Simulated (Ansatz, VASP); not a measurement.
**SnS2 in VASP and in Ansatz**

Contents of INCAR:

```
SYSTEM = SnS2
PREC     = Accurate       ! precision mode
ENCUT    = 450            ! plane-wave cutoff, eV
EDIFF    = 1E-7           ! SCF threshold, eV
ISMEAR   = -1             ! smearing method
SIGMA    = 0.02           ! smearing width, eV
LREAL    = .False.        ! projectors in reciprocal space
LASPH    = .True.         ! aspherical terms in the spheres
NELM     = 120            ! most SCF steps
ALGO     = Normal         ! electronic algorithm
ISIF     = 2              ! what is computed and relaxed
LWAVE    = .False.        ! write WAVECAR
LCHARG   = .False.        ! write CHGCAR
GGA      = PE             ! functional
IBRION   = 2              ! ionic algorithm
NSW      = 80             ! ionic steps
EDIFFG   = -0.02          ! ionic threshold
GGA_COMPAT= .False.      
NELMIN   = 4
```

KPOINTS

```
regular mesh
0
Gamma
  14 14 8
  0 0 0
```

Contents of POSCAR:

```
SnS2
1.0
    3.6050000000      0.0000000000      0.0000000000
   -1.8025000000      3.1220215806      0.0000000000
    0.0000000000      0.0000000000      5.4600000000
Sn S
1 2
Direct
    0.0000000000      0.0000000000      0.0000000000
    0.6666666667      0.3333333333      0.7290000000
    0.3333333333      0.6666666667      0.2710000000
```

Input for Ansatz:

```yaml
crystal:
  lattice:
    - [3.605, 0.0, 0.0]
    - [-1.8025, 3.1220215806, 0.0]
    - [0.0, 0.0, 5.46]
  atoms:
    - { symbol: Sn, position: [0.0, 0.0, 0.0] }
    - { symbol: S, position: [0.6666666667, 0.3333333333, 0.729] }
    - { symbol: S, position: [0.3333333333, 0.6666666667, 0.271] }
kpoints:
  mp_grid: { grid: [14, 14, 8] }
scf:
  occupations: { method: fermi_dirac, width: 0.02 }
hamiltonian:
  xc: pbe
  pseudopotentials: { kind: paw }
output:
  forces: true
  stress: true
  populations: true
  efg:
    quadrupole_moments_barn: { Sn: -0.132, S: -0.0694 }
    contact_densities: true
relax:
  f_tol: 0.02
  max_steps: 60
```

Alike in both runs: task relaxation of the atoms; functional PBE; k mesh 14 × 14 × 8; occupations fermi-dirac, width 0.02 eV; no spin polarisation.

```csv
,VASP,Ansatz
version,VASP 6.6.1,Ansatz 0.2.0
potentials or method,"VASP PAW PBE potentials, release 64 (Sn_d, S)","plane-wave PAW, scalar-relativistic"
plane-wave cutoff (eV),450,420
valence electrons in the cell,26,26
```

```tsv
	VASP	Ansatz	Ansatz less VASP
gap on the k mesh at the Fermi level, each at its own relaxed structure (eV)	0.98	0.96	-0.022
```

Ansatz's warnings: stress scf threshold loose.

Noted on VASP's run: the relaxation stopped at its first step, so nothing moved.
